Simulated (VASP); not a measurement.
# Rh (P6_3/mmc) in VASP: notebook

The runs below take Rh through single point, with PBE.

Everything below comes from runs of VASP 6.6.1. Logs are shortened: lines on timing, memory, paths and dates and some standing lists are left out, and cuts for length are marked.

## 1. The cell of the first run

It takes space group P6_3/mmc (No. 194, hexagonal). Conventional cell: a = 2.589 Å, b = 2.589 Å, c = 4.736 Å, α = 90.00°, β = 90.00°, γ = 120.00°. Rh (site symmetry -6m2) has 12 Rh at 2.59 to 2.80 Å within 3.4 Å.

## 2. Single point, PBE

INCAR reads:

```
SYSTEM = Rh
PREC = Accurate ; ENCUT = 520
EDIFF = 1E-6 ; ISMEAR = 0
SIGMA = 0.15 ; LREAL = .False.
LASPH = .True. ; NELM = 60
ALGO = Fast ; ISIF = 2
LWAVE = .False. ; LCHARG = .False.
GGA = PE ; NBANDS = 22
```

KPOINTS reads:

```
Automatic mesh
0
Gamma
  18 18 10
  0 0 0
```

POSCAR reads:

```
Rh
1.0
    2.5886000000      0.0000000000      0.0000000000
   -1.2943000000      2.2417933602      0.0000000000
    0.0000000000      0.0000000000      4.7359000000
Rh
2
Direct
    0.6666666667      0.3333333333      0.7500000000
    0.3333333333      0.6666666667      0.2500000000
```

Potentials or basis: VASP PAW PBE potentials, release 64 (Rh_pv).

On the command line:

```console
$ cat potpaw_PBE.64/Rh_pv/POTCAR > POTCAR
$ mpirun -np 1 vasp_std > vasp.out
```

OUTCAR:

```text
SYSTEM = Rh
   PREC = Accurate
   ENCUT = 520
   EDIFF = 1E-6
   ISMEAR = 0
   LREAL = .False.
   LASPH = .True.
   NELM = 60
   ISIF = 2
   GGA = PE

 ion  position               nearest neighbor table
   1  0.667  0.333  0.750-   2 2.80   2 2.80   2 2.80   2 2.80   2 2.80   2 2.80
   2  0.333  0.667  0.250-   1 2.80   1 2.80   1 2.80   1 2.80   1 2.80   1 2.80

  LATTYP: Found a hexagonal cell.
 ALAT       =     2.5886000000
 C/A-ratio  =     1.8295217492

  Lattice vectors:

 A1 = (   2.5886000000,   0.0000000000,   0.0000000000)
 A2 = (  -1.2943000000,   2.2417933602,   0.0000000000)
 A3 = (   0.0000000000,   0.0000000000,   4.7359000000)

Analysis of symmetry for initial positions (statically):
[... 35 lines left out ...]
                                     Primitive cell

  volume of cell :      27.4829

  direct lattice vectors                    reciprocal lattice vectors
     2.588600000  0.000000000  0.000000000     0.386309202  0.223035722  0.000000000
    -1.294300000  2.241793360  0.000000000     0.000000000  0.446071443  0.000000000
     0.000000000  0.000000000  4.735900000     0.000000000  0.000000000  0.211153107

  length of vectors
     2.588600000  2.588600000  4.735900000     0.446071443  0.446071443  0.211153107

  position of ions in fractional coordinates (direct lattice)
     0.666666667  0.333333333  0.750000000
     0.333333333  0.666666667  0.250000000

  ion indices of the primitive-cell ions
   primitive index   ion index
                 1           1
                 2           2

----------------------------------------------------------------------------------------

 KPOINTS: Automatic mesh

Automatic generation of k-mesh.
 Grid dimensions read from file:
 generate k-points for:   18   18   10

 Generating k-lattice:

  Cartesian coordinates                     Fractional coordinates (reciprocal lattice)
     0.021461622  0.012390873  0.000000000     0.055555556  0.000000000  0.000000000
     0.000000000  0.024781747  0.000000000     0.000000000  0.055555556  0.000000000
     0.000000000  0.000000000  0.021115311     0.000000000  0.000000000  0.100000000

  Length of vectors
     0.024781747  0.024781747  0.021115311

  Shift w.r.t. Gamma in fractional coordinates (k-lattice)
     0.000000000  0.000000000  0.000000000

 Subroutine IBZKPT returns following result:
 ===========================================

 Found    222 irreducible k-points:

 Following reciprocal coordinates:
            Coordinates               Weight
  0.000000  0.000000  0.000000      1.000000
  0.055556  0.000000  0.000000      6.000000
  0.111111  0.000000  0.000000      6.000000
  0.166667  0.000000  0.000000      6.000000
  0.222222  0.000000  0.000000      6.000000
  0.277778  0.000000  0.000000      6.000000
[... 16 lines left out ...]
  0.333333  0.111111  0.000000     12.000000
  0.388889  0.111111  0.000000     12.000000
 [... further k-points ...]
   k-points           NKPTS =    222   k-points in BZ     NKDIM =    222   number of bands    NBANDS=     22
   number of dos      NEDOS =    301   number of ions     NIONS =      2
   total plane-waves  NPLWV =  14400
   dimension x,y,z NGX =    20 NGY =   20 NGZ =   36
   dimension x,y,z NGXF=    40 NGYF=   40 NGZF=   72
   ions per type =               2
   NGX,Y,Z   is equivalent  to a cutoff of  12.84, 12.84, 12.64 a.u.
   NGXF,Y,Z  is equivalent  to a cutoff of  25.69, 25.69, 25.27 a.u.
 SYSTEM =  Rh
   PREC   = accura    normal or accurate (medium, high low for compatibility)
   ISTART =      0    job   : 0-new  1-cont  2-samecut
   ICHARG =      2    charge: 1-file 2-atom 10-const
   ISPIN  =      1    spin polarized calculation?
   LNONCOLLINEAR =      F non collinear calculations
   LSORBIT =      F    spin-orbit coupling
   LASPH  =      T    aspherical Exc in radial PAW
   ENCUT  =  520.0 eV  38.22 Ry    6.18 a.u.   4.81  4.81  8.81*2*pi/ulx,y,z
   NELM   =     60;   NELMIN=  2; NELMDL= -5     # of ELM steps
   EDIFF  = 0.1E-05   stopping-criterion for ELM
   LREAL  =      F    real-space projection
   EDIFFG = 0.1E-04   stopping-criterion for IOM
   NSW    =      0    number of steps for IOM
   IBRION =     -1    ionic relax: 0-MD 1-quasi-New 2-CG
   NFREE  =      0    steps in history (QN), initial steepest desc. (CG)
   ISIF   =      2    stress and relaxation
   ISYM   =      2    0-nonsym 1-usesym 2-fastsym
   POTIM  = 0.5000    time-step for ionic-motion
   TEBEG  =    0.0;   TEEND  =   0.0 temperature during run
   PSTRESS=    0.0 pullay stress
   NELECT =      30.0000    total number of electrons
   NUPDOWN=      -1.0000    fix difference up-down
   EMIN   =  10.00;   EMAX   =-10.00  energy-range for DOS
   EFERMI =   0.00;   METHOD = LEGACY
   ISMEAR =     0;   SIGMA  =   0.15  broadening in eV -4-tet -1-fermi 0-gaus
   EFERMI_NEDOS =   21; number of points for ismear=-14 and -15
   IALGO  =     68    algorithm
   IMIX   =      4    mixing-type and parameters
     AMIX     =   0.40;   BMIX     =  1.00
     AMIX_MAG =   1.60;   BMIX_MAG =  1.00
  volume/ion in A,a.u.               =      13.74        92.73
  Fermi-wavevector in a.u.,A,eV,Ry     =   1.685625  3.185369 38.658652  2.841331
  Thomas-Fermi vector in A             =   2.768435
   LORBIT       =      0    0 simple, 1 ext, 2 COOP (PROOUT), +10 PAW based schemes
   GGA     = PE    functional components
   LHFCALC =     F    Hartree Fock is set to
   AEXX    =    0.0000 exact exchange contribution
   IVDW    =     0    specifies the selected vdW correction
   LEPSILON=     F    determine dielectric tensor
   LRPA    =     F    only Hartree local field effects (RPA)
 non-spin polarized calculation
 RMM-DIIS sequential band-by-band and
 Gauss-broadening in eV      SIGMA  =   0.15
  energy-cutoff  :      520.00
  volume of cell :       27.48
 maximum number of plane-waves:       756
 NGX is ok and might be reduce to    20

 number of electron      30.0000001 magnetization

 Free energy of the ion-electron system (eV)
  ---------------------------------------------------
  ext. energy  EPLUGINS =         0.00000000
  ---------------------------------------------------
  free energy    TOTEN  =       -14.18088567 eV

  energy without entropy =      -14.14534893  energy(sigma->0) =      -14.16311730

 E-fermi :  11.9054     XC(G=0): -14.0175

 val. band max:       11.9013780310   @ k =   0.2778   0.0556   0.1000
 cond. band min:      11.9065052104   @ k =   0.3889   0.1111   0.1000
 fundamental gap:      0.0051271794
 Fermi energy:        11.9053735575

 k-point     1 :       0.0000    0.0000    0.0000
  band No.  band energies     occupation
      1     -34.9828      2.00000
      2     -34.4627      2.00000
      3     -34.4627      2.00000
      4     -34.4532      2.00000
      5     -34.4122      2.00000
      6     -34.4122      2.00000
[... 14 lines left out ...]
     21      28.6472      0.00000
     22      30.6248      0.00000

 k-point     2 :       0.0556    0.0000    0.0000
  band No.  band energies     occupation
      1     -34.9757      2.00000
      2     -34.4879      2.00000
      3     -34.4695      2.00000
      4     -34.4533      2.00000
      5     -34.4377      2.00000
      6     -34.4173      2.00000
[... 14 lines left out ...]
     21      28.8218      0.00000
     22      30.8024      0.00000

 k-point     3 :       0.1111    0.0000    0.0000
  band No.  band energies     occupation
      1     -34.9551      2.00000
      2     -34.5602      2.00000
      3     -34.5106      2.00000
      4     -34.4887      2.00000
      5     -34.4541      2.00000
      6     -34.4320      2.00000
[... 14 lines left out ...]
     21      29.1992      0.00000
     22      31.1867      0.00000

 k-point     4 :       0.1667    0.0000    0.0000
  band No.  band energies     occupation
      1     -34.9224      2.00000
      2     -34.6705      2.00000
      3     -34.6208      2.00000
      4     -34.5178      2.00000
      5     -34.4561      2.00000
      6     -34.4549      2.00000
[... 14 lines left out ...]
     21      29.7152      0.00000
     22      31.4769      0.00000

 k-point     5 :       0.2222    0.0000    0.0000
  band No.  band energies     occupation
      1     -34.8804      2.00000
      2     -34.8051      2.00000
      3     -34.7536      2.00000
      4     -34.5530      2.00000
      5     -34.4832      2.00000
      6     -34.4605      2.00000
[... 14 lines left out ...]
     21      29.7179      0.00000
     22      31.3245      0.00000

 k-point     6 :       0.2778    0.0000    0.0000
  band No.  band energies     occupation
      1     -34.9473      2.00000
      2     -34.8924      2.00000
      3     -34.8324      2.00000
      4     -34.5899      2.00000
      5     -34.5135      2.00000
      6     -34.4684      2.00000
[... 14 lines left out ...]
     21      28.7015      0.00000
     22      30.0422      0.00000

 k-point     7 :       0.3333    0.0000    0.0000
  band No.  band energies     occupation
      1     -35.0799      2.00000
      2     -35.0205      2.00000
      3     -34.7826      2.00000
      4     -34.6241      2.00000
      5     -34.5421      2.00000
      6     -34.4803      2.00000
[... 324 lines left out ...]
      6     -34.4629      2.00000
[... 14 lines left out ...]
     21      28.8991      0.00000
     22      29.9935      0.00000

 k-point    21 :       0.2222    0.1111    0.0000
  band No.  band energies     occupation
      1     -34.9534      2.00000
      2     -34.9181      2.00000
      3     -34.8169      2.00000
      4     -34.6218      2.00000
      5     -34.5582      2.00000
      6     -34.4715      2.00000
[... 14 lines left out ...]
     21      27.9168      0.00000
     22      28.9425      0.00000

 k-point    22 :       0.2778    0.1111    0.0000
  band No.  band energies     occupation
      1     -35.0715      2.00000
      2     -35.0239      2.00000
      3     -34.7686      2.00000
      4     -34.6668      2.00000
      5     -34.5940      2.00000
      6     -34.4842      2.00000
[... 14 lines left out ...]
     21      26.9077      0.00000
     22      27.9809      0.00000

 k-point    23 :       0.3333    0.1111    0.0000
  band No.  band energies     occupation
      1     -35.1670      2.00000
      2     -35.1092      2.00000
      3     -34.7232      2.00000
      4     -34.7034      2.00000
      5     -34.6231      2.00000
      6     -34.5005      2.00000
[... 14 lines left out ...]
     21      25.9921      0.00000
     22      27.1049      0.00000

 k-point    24 :       0.3889    0.1111    0.0000
  band No.  band energies     occupation
      1     -35.2289      2.00000
      2     -35.1646      2.00000
      3     -34.7271      2.00000
      4     -34.6878      2.00000
      5     -34.6421      2.00000
      6     -34.5169      2.00000
[... 14 lines left out ...]
     21      25.3071      0.00000
     22      26.3658      0.00000

 [... further k-points ...]
[... 5 lines left out ...]
  --------------------------------------------------------------------------------------
  -------------------------------------------------------------------------------------
  Total        4.2165998      4.2165998     -2.3952349      0.0000000      0.0000000      0.0000000
  in kB      245.8158714    245.8158714   -139.6354344      0.0000000      0.0000000      0.0000000
  external PRESSURE =     117.3321028 kB  Pullay stress =       0.0000000 kB

 VOLUME and BASIS-vectors are now :
 -----------------------------------------------------------------------------
  energy-cutoff  :      520.00
  volume of cell :       27.48
      direct lattice vectors                 reciprocal lattice vectors
     2.588600000  0.000000000  0.000000000     0.386309202  0.223035722  0.000000000
    -1.294300000  2.241793360  0.000000000     0.000000000  0.446071443  0.000000000
     0.000000000  0.000000000  4.735900000     0.000000000  0.000000000  0.211153107

 POSITION                                       TOTAL-FORCE (eV/Angst)
 -----------------------------------------------------------------------------------
      1.29430      0.74726      3.55192         0.000000     -0.000000      0.000000
     -0.00000      1.49453      1.18397        -0.000000      0.000000      0.000000
 -----------------------------------------------------------------------------------
    total drift:                               -0.000000      0.000000     -0.000000

  FREE ENERGIE OF THE ION-ELECTRON SYSTEM (eV)
  ---------------------------------------------------
  free  energy   TOTEN  =       -14.1808856694 eV

  energy  without entropy=      -14.1453489292  energy(sigma->0) =      -14.16311730
```

Run time: 58 s. Hardware: 1 thread of Intel Xeon Platinum 8559C (Emerald Rapids), shared host; peak memory 0.21 GiB.

Results:

| Quantity | Value |
| --- | --- |
| Free energy | -14.1809 eV |
| Pressure | 11.7 GPa |
| Band gap on the k mesh | zero (band 15 reaches 13.11 eV, above the bottom of band 16 at 10.49 eV) |

## 3. Single point, PBE

This run uses another cell than the first one, of the same volume but with other edges.

INCAR reads:

```
SYSTEM = Rh
ALGO = Fast ; EDIFF = 1E-7
ENCUT = 520 ; GGA = PE
ISIF = 2 ; ISMEAR = 0
LASPH = .TRUE. ; LCHARG = .TRUE.
LELF = .TRUE. ; LREAL = .FALSE.
LVHAR = .TRUE. ; LWAVE = .FALSE.
NBANDS = 22 ; NELM = 100
PREC = Accurate ; SIGMA = 0.15
```

KPOINTS reads:

```
k-points
0
G
  18 18 10
  0 0 0
```

POSCAR reads:

```
Rh
1.0
    2.8066000000      0.0000000000      0.0000000000
   -1.4033000000      2.4305868982      0.0000000000
    0.0000000000      0.0000000000      4.0343000000
Rh
2
Direct
    0.6666666667      0.3333333333      0.7500000000
    0.3333333333      0.6666666667      0.2500000000
```

Potentials or basis: VASP PAW PBE potentials, release 64 (Rh_pv).

On the command line:

```console
$ cat potpaw_PBE.64/Rh_pv/POTCAR > POTCAR
$ mpirun -np 1 vasp_std > vasp.out
```

Run time: 69 s. Hardware: 1 thread of Intel Xeon Platinum 8559C (Emerald Rapids), shared host; peak memory 0.22 GiB.

It converged, with:

| Property | Result |
| --- | --- |
| Free energy | -14.2447 eV |
| Pressure | 11.2 GPa |
| Band gap on the k mesh | zero (band 15 reaches 12.44 eV, above the bottom of band 16 at 10.52 eV) |

Stress tensor (GPa, compression positive):
```
 1.60  0.00  0.00
 0.00  1.60  0.00
 0.00  0.00 30.37
```

Levels at points of the mesh, in eV from the Fermi level:
| k point | band 13 | band 14 | band 15 | band 16 | band 17 | band 18 |
| --- | --- | --- | --- | --- | --- | --- |
| (0.00, 0.00, 0.00) | -2.36 | -2.36 | -2.18 | 0.13 | 0.13 | 2.07 |
| (0.50, 0.00, 0.00) | -1.68 | -0.17 | 0.39 | 1.02 | 2.67 | 4.64 |
| (0.00, 0.00, 0.50) | -2.68 | -2.68 | -0.30 | -0.30 | -0.30 | -0.30 |
| (0.50, 0.00, 0.50) | -0.42 | -0.42 | 0.21 | 0.21 | 2.53 | 2.53 |
